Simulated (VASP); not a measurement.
# NiO2 (P-3m1) in VASP: further runs

The runs below take NiO2 through single point, with LDA.

Everything below comes from runs of VASP 6.6.1. Logs are shortened: lines on timing, memory, paths and dates and some standing lists are left out, and cuts for length are marked.

## (1) The cell of the first run

Symmetry: P-3m1, No. 164, trigonal system. Conventional cell: a = 2.848 Å, b = 2.848 Å, c = 3.959 Å, α = 90.00°, β = 90.00°, γ = 120.00°. Within 2.6 Å of Ni (site symmetry -3m) lie 6 O at 1.93 Å. O (site symmetry 3m) has 3 Ni at 1.93 Å and 6 O at 2.55 to 2.60 Å within 2.6 Å.

## (2) Single point, LDA

INCAR reads:

```
PREC = Accurate ; ENCUT = 700
EDIFF = 1E-6 ; ISMEAR = 0
SIGMA = 0.05 ; LREAL = F
LASPH = T ; NELM = 120
ALGO = Normal ; ISIF = 2
LWAVE = F ; LCHARG = F
NBANDS = 22 ; GGA_COMPAT = F
```

KPOINTS reads:

```
regular mesh
0
Gamma
  12 12 6
```

POSCAR reads:

```
NiO2
1.0
    2.8475295614      0.0000000000      0.0000000000
   -1.4237647807      2.4660329382      0.0000000000
    0.0000000000      0.0000000000      3.9594898551
Ni O
1 2
Direct
    0.0000000000      0.0000000000      0.5000000000
    0.6666666667      0.3333333333      0.7542852723
    0.3333333333      0.6666666667      0.2457147277
```

Potentials or basis: VASP PAW LDA potentials, release 64 (Ni_sv_GW, O).

Run with:

```console
> cat potpaw_LDA.64/Ni_sv_GW/POTCAR potpaw_LDA.64/O/POTCAR > POTCAR
> mpirun -np 1 vasp_std > vasp.out
```

OUTCAR:

```text
PREC = Accurate
   ENCUT = 700
   EDIFF = 1E-6
   ISMEAR = 0
   LREAL = F
   LASPH = T
   NELM = 120
   ISIF = 2

 ion  position               nearest neighbor table
   1  0.000  0.000  0.500-   2 1.93   3 1.93   2 1.93   3 1.93   2 1.93   3 1.93
   2  0.667  0.333  0.754-   1 1.93   1 1.93   1 1.93
   3  0.333  0.667  0.246-   1 1.93   1 1.93   1 1.93

  LATTYP: Found a hexagonal cell.
 ALAT       =     2.8475295614
 C/A-ratio  =     1.3905000000

  Lattice vectors:

 A1 = (   2.8475295614,   0.0000000000,   0.0000000000)
 A2 = (  -1.4237647807,   2.4660329382,   0.0000000000)
 A3 = (   0.0000000000,   0.0000000000,   3.9594898551)

Analysis of symmetry for initial positions (statically):
=====================================================================
 Subroutine PRICEL returns:
 Original cell was already a primitive cell.

 Routine SETGRP: Setting up the symmetry group for a
 hexagonal supercell.

 Subroutine GETGRP returns: Found 12 space group operations
 (whereof 12 operations were pure point group operations)
 out of a pool of 24 trial point group operations.

The static configuration has the point symmetry D_3d.

Analysis of symmetry for dynamics (positions and initial velocities):
=====================================================================
 Subroutine PRICEL returns:
 Original cell was already a primitive cell.

 Routine SETGRP: Setting up the symmetry group for a
 hexagonal supercell.

 Subroutine GETGRP returns: Found 12 space group operations
 (whereof 12 operations were pure point group operations)
 out of a pool of 24 trial point group operations.

The dynamic configuration has the point symmetry D_3d.

 Subroutine INISYM returns: Found 12 space group operations
 (whereof 12 operations are pure point group operations),
 and found     1 'primitive' translations

----------------------------------------------------------------------------------------

                                     Primitive cell

  volume of cell :      27.8039

  direct lattice vectors                    reciprocal lattice vectors
     2.847529561  0.000000000  0.000000000     0.351181604  0.202754794  0.000000000
    -1.423764781  2.466032938  0.000000000     0.000000000  0.405509588  0.000000000
     0.000000000  0.000000000  3.959489855     0.000000000  0.000000000  0.252557788

  length of vectors
     2.847529561  2.847529561  3.959489855     0.405509588  0.405509588  0.252557788

  position of ions in fractional coordinates (direct lattice)
     0.000000000  0.000000000  0.500000000
[... 73 lines left out ...]
   ICHARG =      2    charge: 1-file 2-atom 10-const
   ISPIN  =      1    spin polarized calculation?
   LNONCOLLINEAR =      F non collinear calculations
   LSORBIT =      F    spin-orbit coupling
   LASPH  =      T    aspherical Exc in radial PAW
   ENCUT  =  700.0 eV  51.45 Ry    7.17 a.u.   6.14  6.14  8.54*2*pi/ulx,y,z
   NELM   =    120;   NELMIN=  2; NELMDL= -5     # of ELM steps
   EDIFF  = 0.1E-05   stopping-criterion for ELM
   LREAL  =      F    real-space projection
[... 7 lines left out ...]
   TEBEG  =    0.0;   TEEND  =   0.0 temperature during run
   PSTRESS=    0.0 pullay stress
   NELECT =      30.0000    total number of electrons
   NUPDOWN=      -1.0000    fix difference up-down
   EMIN   =  10.00;   EMAX   =-10.00  energy-range for DOS
   EFERMI =   0.00;   METHOD = LEGACY
   ISMEAR =     0;   SIGMA  =   0.05  broadening in eV -4-tet -1-fermi 0-gaus
   EFERMI_NEDOS =   21; number of points for ismear=-14 and -15
   IALGO  =     38    algorithm
   IMIX   =      4    mixing-type and parameters
     AMIX     =   0.40;   BMIX     =  1.00
     AMIX_MAG =   1.60;   BMIX_MAG =  1.00
  volume/ion in A,a.u.               =       9.27        62.54
  Fermi-wavevector in a.u.,A,eV,Ry     =   1.679113  3.173063 38.360522  2.819419
  Thomas-Fermi vector in A             =   2.763082
   LORBIT       =      0    0 simple, 1 ext, 2 COOP (PROOUT), +10 PAW based schemes
   GGA     = CA    functional components
   LHFCALC =     F    Hartree Fock is set to
   AEXX    =    0.0000 exact exchange contribution
   IVDW    =     0    specifies the selected vdW correction
   LEPSILON=     F    determine dielectric tensor
   LRPA    =     F    only Hartree local field effects (RPA)
 non-spin polarized calculation
 Gauss-broadening in eV      SIGMA  =   0.05
  energy-cutoff  :      700.00
  volume of cell :       27.80
 maximum number of plane-waves:      1188
 NGX is ok and might be reduce to    28
   NGX = 13   NGY = 13   NGZ = 17

 number of electron      29.9999990 magnetization

 Free energy of the ion-electron system (eV)
  ---------------------------------------------------
  ext. energy  EPLUGINS =         0.00000000
  ---------------------------------------------------
  free energy    TOTEN  =       -20.77528483 eV

  energy without entropy =      -20.77528483  energy(sigma->0) =      -20.77528483

 E-fermi :   3.6651     XC(G=0): -12.7092

 val. band max:        3.4821954370   @ k =   0.1667   0.0000   0.3333
 cond. band min:       3.8481202082   @ k =   0.3333   0.0000   0.3333
 fundamental gap:      0.3659247712
 Fermi energy:         3.6650858851

 k-point     1 :       0.0000    0.0000    0.0000
  band No.  band energies     occupation
      1     -99.6493      2.00000
      2     -60.6562      2.00000
      3     -60.6562      2.00000
      4     -60.4829      2.00000
      5     -15.9295      2.00000
      6     -13.1569      2.00000
[... 589 lines left out ...]
     21      20.2832      0.00000
     22      22.4437      0.00000

 [... further k-points ...]

------------------------ aborting loop because EDIFF is reached ----------------------------------------

  FORCE on cell =-STRESS in cart. coord.  units (eV):
  Direction    XX          YY          ZZ          XY          YZ          ZX
  --------------------------------------------------------------------------------------
  -------------------------------------------------------------------------------------
  Total       -4.1442812     -4.1442812     -3.6312006      0.0000000      0.0000000      0.0000000
  in kB     -238.8105164   -238.8105164   -209.2447058      0.0000000      0.0000000      0.0000000
  external PRESSURE =    -228.9552462 kB  Pullay stress =       0.0000000 kB

 VOLUME and BASIS-vectors are now :
 -----------------------------------------------------------------------------
  energy-cutoff  :      700.00
  volume of cell :       27.80
      direct lattice vectors                 reciprocal lattice vectors
     2.847529561  0.000000000  0.000000000     0.351181604  0.202754794  0.000000000
    -1.423764781  2.466032938  0.000000000     0.000000000  0.405509588  0.000000000
     0.000000000  0.000000000  3.959489855     0.000000000  0.000000000  0.252557788

 POSITION                                       TOTAL-FORCE (eV/Angst)
 -----------------------------------------------------------------------------------
      0.00000      0.00000      1.97974        -0.000000      0.000000      0.000000
      1.42376      0.82201      2.98658        -0.000000      0.000000     -2.070538
     -0.00000      1.64402      0.97290         0.000000      0.000000      2.070538
 -----------------------------------------------------------------------------------
    total drift:                                0.000000     -0.000000      0.000000

  FREE ENERGIE OF THE ION-ELECTRON SYSTEM (eV)
  ---------------------------------------------------
  free  energy   TOTEN  =       -20.7752848264 eV

  energy  without entropy=      -20.7752848258  energy(sigma->0) =      -20.77528483
```

OSZICAR:

```text
N       E                     dE             d eps       ncg     rms          rms(c)
DAV:   1     0.328917733371E+03    0.32892E+03   -0.21877E+04  7128   0.526E+03
DAV:   2    -0.145923715690E+02   -0.34351E+03   -0.32459E+03  7062   0.108E+03
DAV:   3    -0.350224640282E+02   -0.20430E+02   -0.20219E+02  7178   0.293E+02
DAV:   4    -0.354532843095E+02   -0.43082E+00   -0.43043E+00  6054   0.263E+01
DAV:   5    -0.354669235703E+02   -0.13639E-01   -0.13635E-01  5950   0.402E+00    0.299E+01
DAV:   6    -0.468921339498E+02   -0.11425E+02   -0.29625E+02  6516   0.758E+02    0.390E+01
DAV:   7    -0.207515532822E+02    0.26141E+02   -0.65682E+01  7012   0.651E+02    0.473E+00
DAV:   8    -0.208062537615E+02   -0.54700E-01   -0.32693E+00  6878   0.233E+01    0.240E+00
DAV:   9    -0.207782401757E+02    0.28014E-01   -0.58822E-02  6726   0.453E+00    0.915E-01
DAV:  10    -0.207765240487E+02    0.17161E-02   -0.20936E-02  6980   0.694E+00    0.334E-01
DAV:  11    -0.207760351107E+02    0.48894E-03   -0.14117E-02  6996   0.783E+00    0.287E-01
DAV:  12    -0.207755495781E+02    0.48553E-03   -0.68757E-03  7008   0.569E+00    0.166E-01
DAV:  13    -0.207752963213E+02    0.25326E-03   -0.13006E-03  7422   0.225E+00    0.266E-02
DAV:  14    -0.207752866248E+02    0.96965E-05   -0.43732E-05  6620   0.174E-01    0.123E-02
DAV:  15    -0.207752850189E+02    0.16059E-05   -0.98419E-06  4168   0.211E-01    0.480E-03
DAV:  16    -0.207752848264E+02    0.19248E-06   -0.13143E-06  3286   0.702E-02
   1 F= -.20775285E+02 E0= -.20775285E+02  d E =-.608033E-09
```

stdout:

```text
POSCAR found type information on POSCAR NiO
 POSCAR found :  2 types and       3 ions
 scaLAPACK will be used
 LDA part: xc-table for (Slater(with rela. corr.)+CA(PZ))
 , standard interpolation
 POSCAR, INCAR and KPOINTS ok, starting setup
 FFT: planning ... GRIDC
 FFT: planning ... GRID_SOFT
 FFT: planning ... GRID
 WAVECAR not read
 entering main loop
```

Run time: 78 s. Hardware: 1 thread of AMD EPYC 9R45 (Zen 5), shared host; peak memory 0.21 GiB.

Results:

* Free energy: -20.7753 eV
* Pressure: -22.9 GPa
* Largest force: 2.071 eV/Å
* Band gap on the k mesh: 0.37 eV (least direct gap 0.52 eV)

Forces on the atoms (eV/Å):
```
Ni   0.000  0.000  0.000
O    0.000  0.000 -2.071
O    0.000  0.000  2.071
```

Stress tensor (GPa, compression positive):
```
-23.88   0.00   0.00
  0.00 -23.88   0.00
  0.00   0.00 -20.92
```

Caveat: the cell differs from its parent crystal (atoms shifted along a free coordinate, c/a of the conventional cell at fixed volume 1.3905); the cell stands under tension; the run has no spin polarisation, though such a crystal can be magnetic; forces of over 1 eV/Å act on the atoms, so gaps and moduli don't describe the material at rest.

## (3) Single point, LDA (9.27 Å³/atom, c/a of the conventional cell at fixed volume 1.3245)

INCAR reads:

```
PREC = Accurate ; ENCUT = 700
EDIFF = 1E-6 ; ISMEAR = 0
SIGMA = 0.05 ; LREAL = F
LASPH = T ; NELM = 120
ALGO = Normal ; ISIF = 2
LWAVE = F ; LCHARG = T
GGA = CA ; LELF = T
LVHAR = T ; NBANDS = 22
GGA_COMPAT = F
```

KPOINTS is that of step 2.

POSCAR reads:

```
NiO2
1.0
    2.8940625823      0.0000000000      0.0000000000
   -1.4470312911      2.5063317164      0.0000000000
    0.0000000000      0.0000000000      3.8331858902
Ni O
1 2
Direct
    0.0000000000      0.0000000000      0.5000000000
    0.6666666667      0.3333333333      0.7186230907
    0.3333333333      0.6666666667      0.2813769093
```

Potentials or basis: VASP PAW LDA potentials, release 64 (Ni_sv_GW, O).

Run with:

```console
> cat potpaw_LDA.64/Ni_sv_GW/POTCAR potpaw_LDA.64/O/POTCAR > POTCAR
> mpirun -np 1 vasp_std > vasp.out
```

It took 2.4 min on 1 thread of Intel Xeon Platinum 8259CL at 2.50GHz (Skylake/Cascade Lake), shared host; peak memory 0.24 GiB.

Results (log left out):

```
Free energy            : -20.9447 eV
Pressure               : -8.6 GPa
Largest force          : 0.404 eV/Å
Band gap on the k mesh : 0.42 eV (least direct gap 0.79 eV)
```

Forces in eV/Å, atoms in the order of the input:
```
Ni   0.000  0.000  0.000
O    0.000  0.000  0.404
O    0.000  0.000 -0.404
```

Stress tensor (GPa, compression positive):
```
-15.09   0.00   0.00
  0.00 -15.09   0.00
  0.00   0.00   4.43
```

Levels at points of the mesh, in eV from the valence-band top:
```tsv
k point	band 11	band 12	band 13	band 14	band 15	band 16	band 17	band 18	band 19	band 20
(0.00, 0.00, 0.00)	-2.29	-1.54	-1.54	-0.39	-0.39	1.86	1.86	7.51	10.40	17.96
(0.50, 0.00, 0.00)	-3.84	-2.58	-2.08	-1.95	-1.18	1.03	2.04	11.92	12.56	14.34
(0.00, 0.00, 0.50)	-2.32	-2.32	-1.72	-1.72	-0.04	2.04	2.04	9.70	10.27	17.29
(0.50, 0.00, 0.50)	-3.46	-2.09	-1.89	-1.29	-1.11	1.05	1.74	10.73	12.71	15.03
```

Caveat: the cell differs from its parent crystal (c/a of the conventional cell at fixed volume 1.3245); the stress differs along the axes, from -15 to 4 GPa; the run has no spin polarisation, though such a crystal can be magnetic.
